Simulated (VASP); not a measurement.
## Si: single point with LDA

Crystal: Si.

```xyz
2
Lattice="-2.3110 2.3121 1.2759 2.3121 -2.3110 1.2759 2.3116 2.3116 -1.2739" Properties=species:S:1:pos:R:3 pbc="T T T"
Si    2.3121   -2.3110    1.2759
Si    0.0006    2.3121    0.6390
```

```yaml
Program: VASP 6.6.1
Task: single point
Functional: LDA
Potentials_or_basis: VASP PAW LDA potentials, release 64 (Si)
Cutoff: 520 eV
k_mesh: 15 × 15 × 11
Occupations: fermi-dirac, width 0.1 eV
Spin: no spin polarisation
```

```
Pressure               : 11.9 GPa
Largest force          : 0.003 eV/Å
Band gap on the k mesh : zero (bands 4 and 5 overlap by 7.10 eV)
```

Forces in eV/Å, atoms in the order of the input:
```
Si  -0.002  0.002  0.000
Si   0.002 -0.002  0.000
```

Stress tensor (GPa, compression positive):
```
12.22  0.01 -0.11
 0.01 12.22 -0.11
-0.11 -0.11 11.27
```

Levels at points of the mesh, in eV from the Fermi level:
| k point | band 1 | band 2 | band 3 | band 4 | band 5 | band 6 | band 7 | band 8 |
| --- | --- | --- | --- | --- | --- | --- | --- | --- |
| (0.00, 0.00, 0.00) | -14.69 | -2.70 | -2.70 | -1.68 | 1.14 | 7.91 | 9.74 | 9.74 |

Wall time 2.2 min on 1 thread of Intel(R) Xeon(R) Platinum 8259CL CPU @ 2.50GHz (Skylake/Cascade Lake) (shared host), peak memory 0.26 GiB.

Caveat: the cell stands under pressure.
